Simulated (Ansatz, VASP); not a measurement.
**Ti: VASP beside Ansatz**

```xyz
2
Lattice="2.9022 0.0000 0.0000 -1.4511 2.5134 0.0000 0.0000 0.0000 4.6020" Properties=species:S:1:pos:R:3 pbc="T T T"
Ti    0.0000    1.6756    1.1505
Ti    1.4511    0.8378    3.4515
```

Alike in both runs: functional PBEsol; k mesh 18 × 18 × 10; occupations fermi-dirac, width 0.15 eV; no spin polarisation.

Ansatz relaxed the structure, and its values are those at the end. VASP's run is a single point on that final structure, the one shown.

|  | VASP | Ansatz |
| --- | --- | --- |
| version | VASP 6.6.1 | Ansatz 0.2.0 |
| potentials or method | VASP PAW PBE potentials, release 64 (Ti_sv), cutoff 520 eV | scalar-relativistic, plane waves, PAW |
| valence electrons in the cell | 24 | 24 |

Ansatz gave:

* gap on the k mesh at the Fermi level (eV): none
* pressure (GPa): 0.0

Task: What did VASP give for the same quantities?

Result: gap on the k mesh at the Fermi level (eV): none; pressure (GPa): -0.4.

VASP's potentials were made for PBE, not for PBEsol. A gap of «none» marks a metal or a gap that the smearing closes. With one functional, cell and mesh, what is left measures potentials, basis and numerics.
